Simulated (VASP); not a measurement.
# TaC (Fm-3m) in VASP: a series of runs

Runs on TaC. Level: PBE. Tasks: single point, relaxation of cell and atoms.

Everything below comes from runs of VASP 6.6.1. Logs are shortened: lines on timing, memory, paths and dates and some standing lists are left out, and cuts for length are marked.

### 1 The cell of the first run

Symmetry: Fm-3m, No. 225, cubic system. Conventional cell: a = 4.476 Å, b = 4.476 Å, c = 4.476 Å, α = 90.00°, β = 90.00°, γ = 90.00°. Ta (site symmetry m-3m) has 6 C at 2.24 Å within 3.0 Å. C (site symmetry m-3m) has 6 Ta at 2.24 Å within 3.0 Å.

### 2 Single point, PBE

Contents of INCAR:

```
SYSTEM = TaC
PREC = Accurate
ENCUT = 600
EDIFF = 1E-6
ISMEAR = -1
SIGMA = 0.15
LREAL = .False.
LASPH = .True.
NELM = 120
ALGO = Normal
ISIF = 2
LWAVE = .False.
LCHARG = .False.
GGA = PE
NBANDS = 14
GGA_COMPAT = .False.
```

Contents of KPOINTS:

```
Automatic mesh
0
Gamma
  16 16 16
  0 0 0
```

Contents of POSCAR:

```
TaC
1.0
    0.0000000000      2.2381631047      2.2381631047
    2.2381631047      0.0000000000      2.2381631047
    2.2381631047      2.2381631047      0.0000000000
Ta C
1 1
Direct
    0.0000000000      0.0000000000      0.0000000000
    0.5000000000      0.5000000000      0.5000000000
```

Potentials or basis: VASP PAW PBE potentials, release 64 (Ta_pv, C).

Launch:

```
$ cat potpaw_PBE.64/Ta_pv/POTCAR potpaw_PBE.64/C/POTCAR > POTCAR
$ mpirun -np 1 vasp_std > vasp.out
```

OUTCAR:

```text
SYSTEM = TaC
   PREC = Accurate
   ENCUT = 600
   EDIFF = 1E-6
   ISMEAR = -1
   LREAL = .False.
   LASPH = .True.
   NELM = 120
   ISIF = 2
   GGA = PE

 ion  position               nearest neighbor table
   1  0.000  0.000  0.000-   2 2.24   2 2.24   2 2.24   2 2.24   2 2.24   2 2.24
   2  0.500  0.500  0.500-   1 2.24   1 2.24   1 2.24   1 2.24   1 2.24   1 2.24

  LATTYP: Found a face centered cubic cell.
 ALAT       =     4.4763262094

  Lattice vectors:

 A1 = (   0.0000000000,   2.2381631047,   2.2381631047)
 A2 = (   2.2381631047,   0.0000000000,   2.2381631047)
 A3 = (   2.2381631047,   2.2381631047,   0.0000000000)

Analysis of symmetry for initial positions (statically):
=====================================================================
 Subroutine PRICEL returns:
 Original cell was already a primitive cell.

 Routine SETGRP: Setting up the symmetry group for a
 face centered cubic supercell.

 Subroutine GETGRP returns: Found 48 space group operations
 (whereof 48 operations were pure point group operations)
 out of a pool of 48 trial point group operations.

The static configuration has the point symmetry O_h .

Analysis of symmetry for dynamics (positions and initial velocities):
=====================================================================
 Subroutine PRICEL returns:
 Original cell was already a primitive cell.

 Routine SETGRP: Setting up the symmetry group for a
 face centered cubic supercell.

 Subroutine GETGRP returns: Found 48 space group operations
 (whereof 48 operations were pure point group operations)
 out of a pool of 48 trial point group operations.

The dynamic configuration has the point symmetry O_h .

 Subroutine INISYM returns: Found 48 space group operations
 (whereof 48 operations are pure point group operations),
 and found     1 'primitive' translations

----------------------------------------------------------------------------------------

                                     Primitive cell

  volume of cell :      22.4236

  direct lattice vectors                    reciprocal lattice vectors
     0.000000000  2.238163105  2.238163105    -0.223397481  0.223397481  0.223397481
     2.238163105  0.000000000  2.238163105     0.223397481 -0.223397481  0.223397481
     2.238163105  2.238163105  0.000000000     0.223397481  0.223397481 -0.223397481

  length of vectors
     3.165240617  3.165240617  3.165240617     0.386935788  0.386935788  0.386935788

  position of ions in fractional coordinates (direct lattice)
     0.000000000  0.000000000  0.000000000
     0.500000000  0.500000000  0.500000000

  ion indices of the primitive-cell ions
   primitive index   ion index
                 1           1
                 2           2

----------------------------------------------------------------------------------------

 KPOINTS: Automatic mesh

Automatic generation of k-mesh.
 Grid dimensions read from file:
 generate k-points for:   16   16   16

 Generating k-lattice:

  Cartesian coordinates                     Fractional coordinates (reciprocal lattice)
    -0.013962343  0.013962343  0.013962343     0.062500000  0.000000000  0.000000000
     0.013962343 -0.013962343  0.013962343     0.000000000  0.062500000  0.000000000
     0.013962343  0.013962343 -0.013962343     0.000000000  0.000000000  0.062500000

  Length of vectors
     0.024183487  0.024183487  0.024183487

  Shift w.r.t. Gamma in fractional coordinates (k-lattice)
     0.000000000  0.000000000  0.000000000

 Subroutine IBZKPT returns following result:
 ===========================================

 Found    145 irreducible k-points:

 Following reciprocal coordinates:
            Coordinates               Weight
  0.000000  0.000000  0.000000      1.000000
  0.062500  0.000000  0.000000      8.000000
  0.125000  0.000000  0.000000      8.000000
  0.187500  0.000000  0.000000      8.000000
  0.250000  0.000000  0.000000      8.000000
  0.312500  0.000000  0.000000      8.000000
[... 16 lines left out ...]
 -0.125000  0.062500  0.000000     24.000000
 -0.062500  0.062500  0.000000     12.000000
 [... further k-points ...]
   k-points           NKPTS =    145   k-points in BZ     NKDIM =    145   number of bands    NBANDS=     14
   number of dos      NEDOS =    301   number of ions     NIONS =      2
   total plane-waves  NPLWV =  21952
   dimension x,y,z NGX =    28 NGY =   28 NGZ =   28
   dimension x,y,z NGXF=    56 NGYF=   56 NGZF=   56
   ions per type =               1   1
   NGX,Y,Z   is equivalent  to a cutoff of  14.71, 14.71, 14.71 a.u.
   NGXF,Y,Z  is equivalent  to a cutoff of  29.41, 29.41, 29.41 a.u.
 SYSTEM =  TaC
   PREC   = accura    normal or accurate (medium, high low for compatibility)
   ISTART =      0    job   : 0-new  1-cont  2-samecut
   ICHARG =      2    charge: 1-file 2-atom 10-const
   ISPIN  =      1    spin polarized calculation?
   LNONCOLLINEAR =      F non collinear calculations
   LSORBIT =      F    spin-orbit coupling
   LASPH  =      T    aspherical Exc in radial PAW
   ENCUT  =  600.0 eV  44.10 Ry    6.64 a.u.   6.32  6.32  6.32*2*pi/ulx,y,z
   NELM   =    120;   NELMIN=  2; NELMDL= -5     # of ELM steps
   EDIFF  = 0.1E-05   stopping-criterion for ELM
   LREAL  =      F    real-space projection
   EDIFFG = 0.1E-04   stopping-criterion for IOM
   NSW    =      0    number of steps for IOM
   IBRION =     -1    ionic relax: 0-MD 1-quasi-New 2-CG
   NFREE  =      0    steps in history (QN), initial steepest desc. (CG)
   ISIF   =      2    stress and relaxation
   ISYM   =      2    0-nonsym 1-usesym 2-fastsym
   POTIM  = 0.5000    time-step for ionic-motion
   TEBEG  =    0.0;   TEEND  =   0.0 temperature during run
   PSTRESS=    0.0 pullay stress
   NELECT =      15.0000    total number of electrons
   NUPDOWN=      -1.0000    fix difference up-down
   EMIN   =  10.00;   EMAX   =-10.00  energy-range for DOS
   EFERMI =   0.00;   METHOD = LEGACY
   ISMEAR =    -1;   SIGMA  =   0.15  broadening in eV -4-tet -1-fermi 0-gaus
   EFERMI_NEDOS =   21; number of points for ismear=-14 and -15
   IALGO  =     38    algorithm
   IMIX   =      4    mixing-type and parameters
     AMIX     =   0.40;   BMIX     =  1.00
     AMIX_MAG =   1.60;   BMIX_MAG =  1.00
  volume/ion in A,a.u.               =      11.21        75.66
  Fermi-wavevector in a.u.,A,eV,Ry     =   1.431760  2.705634 27.891077  2.049936
  Thomas-Fermi vector in A             =   2.551461
   LORBIT       =      0    0 simple, 1 ext, 2 COOP (PROOUT), +10 PAW based schemes
   GGA     = PE    functional components
   LHFCALC =     F    Hartree Fock is set to
   AEXX    =    0.0000 exact exchange contribution
   IVDW    =     0    specifies the selected vdW correction
   LEPSILON=     F    determine dielectric tensor
   LRPA    =     F    only Hartree local field effects (RPA)
 non-spin polarized calculation
  energy-cutoff  :      600.00
  volume of cell :       22.42
 maximum number of plane-waves:       763
 NGX is ok and might be reduce to    28
   NGX = 13   NGY = 13   NGZ = 13

 number of electron      15.0000001 magnetization

 Free energy of the ion-electron system (eV)
  ---------------------------------------------------
  ext. energy  EPLUGINS =         0.00000000
  ---------------------------------------------------
  free energy    TOTEN  =       -22.22754471 eV

  energy without entropy =      -22.18204204  energy(sigma->0) =      -22.20479338

 E-fermi :   8.2541     XC(G=0): -13.1279

 val. band max:        8.2539497296   @ k =   0.1250   0.0625   0.0000
 cond. band min:       8.3240277923   @ k =  -0.1250   0.0625   0.0000
 fundamental gap:      0.0700780627
 Fermi energy:         8.2540983787

 k-point     1 :       0.0000    0.0000    0.0000
  band No.  band energies     occupation
      1     -26.8563      2.00000
      2     -26.8563      2.00000
      3     -26.8563      2.00000
      4      -6.4674      2.00000
      5       6.9457      1.99967
      6       6.9457      1.99967
      7       6.9457      1.99967
      8       7.7800      1.91864
      9       7.7800      1.91864
     10       7.7800      1.91864
     11       8.8920      0.02806
     12       8.8920      0.02806
     13      14.6595      0.00000
     14      18.2863      0.00000

 k-point     2 :       0.0625    0.0000    0.0000
  band No.  band energies     occupation
      1     -26.8836      2.00000
      2     -26.8591      2.00000
      3     -26.8591      2.00000
      4      -6.3591      2.00000
      5       6.3470      1.99999
      6       6.6866      1.99994
      7       6.6866      1.99994
      8       7.4263      1.99201
      9       7.4263      1.99201
     10       8.1412      1.35954
     11       9.7205      0.00011
     12       9.7205      0.00011
     13      14.8791      0.00000
     14      18.5619      0.00000

 k-point     3 :       0.1250    0.0000    0.0000
  band No.  band energies     occupation
      1     -26.9606      2.00000
      2     -26.8669      2.00000
      3     -26.8669      2.00000
      4      -6.0424      2.00000
      5       5.3200      2.00000
      6       5.8236      2.00000
      7       5.8236      2.00000
      8       7.5985      1.97503
      9       7.5985      1.97503
     10       8.5510      0.24272
     11      11.0477      0.00000
     12      11.0477      0.00000
     13      15.4503      0.00000
     14      19.3228      0.00000
[... 324 lines left out ...]
 k-point    23 :      -0.1250    0.0625    0.0000
  band No.  band energies     occupation
      1     -27.0053      2.00000
      2     -26.8925      2.00000
      3     -26.8639      2.00000
      4      -5.8078      2.00000
      5       4.7921      2.00000
      6       5.2515      2.00000
      7       5.4228      2.00000
      8       7.4152      1.99258
      9       8.3240      0.77103
     10       8.9503      0.01911
     11      10.8156      0.00000
     12      12.3467      0.00000
     13      15.8761      0.00000
     14      19.8550      0.00000

 k-point    24 :      -0.0625    0.0625    0.0000
  band No.  band energies     occupation
      1     -26.9213      2.00000
      2     -26.8747      2.00000
      3     -26.8585      2.00000
      4      -6.1824      2.00000
      5       5.8293      2.00000
      6       6.0266      2.00000
      7       6.1489      2.00000
      8       7.1116      1.99902
      9       7.9956      1.69703
     10       8.5712      0.21551
     11       9.8465      0.00005
     12      10.9584      0.00000
     13      15.2316      0.00000
     14      18.9995      0.00000

 [... further k-points ...]
[... 5 lines left out ...]
  --------------------------------------------------------------------------------------
  -------------------------------------------------------------------------------------
  Total        0.0783579      0.0783579      0.0783579      0.0000000      0.0000000      0.0000000
  in kB        5.5987100      5.5987100      5.5987100      0.0000000      0.0000000      0.0000000
  external PRESSURE =       5.5987100 kB  Pullay stress =       0.0000000 kB

 VOLUME and BASIS-vectors are now :
 -----------------------------------------------------------------------------
  energy-cutoff  :      600.00
  volume of cell :       22.42
      direct lattice vectors                 reciprocal lattice vectors
     0.000000000  2.238163105  2.238163105    -0.223397481  0.223397481  0.223397481
     2.238163105  0.000000000  2.238163105     0.223397481 -0.223397481  0.223397481
     2.238163105  2.238163105  0.000000000     0.223397481  0.223397481 -0.223397481

 POSITION                                       TOTAL-FORCE (eV/Angst)
 -----------------------------------------------------------------------------------
      0.00000      0.00000      0.00000        -0.000000     -0.000000     -0.000000
      2.23816      2.23816      2.23816         0.000000      0.000000      0.000000
 -----------------------------------------------------------------------------------
    total drift:                                0.000000      0.000000      0.000000

  FREE ENERGIE OF THE ION-ELECTRON SYSTEM (eV)
  ---------------------------------------------------
  free  energy   TOTEN  =       -22.2275447142 eV

  energy  without entropy=      -22.1820420413  energy(sigma->0) =      -22.20479338
```

Wall time 25 s (1 thread of Intel Xeon 6975P-C (Granite Rapids), shared host); peak memory 0.2 GiB.

Results:

```yaml
Free_energy: -22.2275 eV
Pressure: 0.6 GPa
```

Caveat: spin-orbit coupling is left out, which moves the levels of the heavy elements.

### 3 Relaxation of cell and atoms, PBE

Contents of INCAR:

```
  PREC = Accurate
  ENCUT = 600
  EDIFF = 1E-7
  ISMEAR = -1
  SIGMA = 0.15
  LREAL = F
  LASPH = T
  NELM = 120
  ALGO = Normal
  ISIF = 3
  LWAVE = F
  LCHARG = F
  GGA = PE
  IBRION = 2
  NSW = 80
  EDIFFG = -0.001
  GGA_COMPAT = F
  NELMIN = 4
```

Contents of KPOINTS:

```
Automatic mesh
0
Gamma
  16 16 16
```

Contents of POSCAR:

```
TaC
1.0
    0.0000000000      2.2376006053      2.2376006053
    2.2376006053      0.0000000000      2.2376006053
    2.2376006053      2.2376006053      0.0000000000
Ta C
1 1
Direct
    0.0000000000      0.0000000000      0.0000000000
    0.5000000000      0.5000000000      0.5000000000
```

Potentials or basis: VASP PAW PBE potentials, release 64 (Ta_pv, C).

Launch:

```
$ cat potpaw_PBE.64/Ta_pv/POTCAR potpaw_PBE.64/C/POTCAR > POTCAR
$ mpirun -np 1 vasp_std > vasp.out
```

Run time: 46 s. Hardware: 1 thread of Intel Xeon 6975P-C (Granite Rapids), shared host; peak memory 0.2 GiB.

It converged, with:

- Free energy: -22.2276 eV
- Relaxed volume: 11.23 Å³/atom
- Relaxed cell: a = 3.167 Å, b = 3.167 Å, c = 3.167 Å, α = 60.00°, β = 60.00°, γ = 60.00°
- Space group after relaxing (to 0.05 Å): Fm-3m (No. 225)
- Energy gained by relaxing: 0.1 meV/atom
- Ionic steps: 3
- Pressure after relaxing: 0.0 GPa

Step by step:
```csv
step,energy change (eV),largest force (eV/Å),pressure (GPa),volume (Å³)
1,0.0000,0.0000,0.82,22.41
2,0.0006,0.0000,-1.85,22.59
3,-0.0001,0.0000,0.01,22.46
```

Final structure:
```cif
data_structure
_symmetry_space_group_name_H-M 'P 1'
_symmetry_Int_Tables_number 1
_cell_length_a 3.1671
_cell_length_b 3.1671
_cell_length_c 3.1671
_cell_angle_alpha 60.000
_cell_angle_beta 60.000
_cell_angle_gamma 60.000
_cell_volume 22.46
loop_
_atom_site_label
_atom_site_type_symbol
_atom_site_fract_x
_atom_site_fract_y
_atom_site_fract_z
_atom_site_occupancy
Ta1 Ta 0.00000 0.00000 0.00000 1
C1 C 0.50000 0.50000 0.50000 1
```

Levels at points of the mesh, in eV from the Fermi level:
| k point | band 4 | band 5 | band 6 | band 7 | band 8 | band 9 | band 10 | band 11 |
| --- | --- | --- | --- | --- | --- | --- | --- | --- |
| (0.00, 0.00, 0.00) | -14.71 | -1.31 | -1.31 | -1.31 | -0.47 | -0.47 | -0.47 | 0.64 |
| (0.50, 0.00, 0.00) | -10.37 | -8.63 | -5.40 | -5.40 | 2.66 | 2.66 | 3.62 | 5.34 |
| (0.50, 0.50, 0.00) | -12.61 | -4.62 | -4.46 | -1.77 | -1.77 | 2.55 | 4.00 | 4.00 |

Caveat: spin-orbit coupling is left out, which moves the levels of the heavy elements.
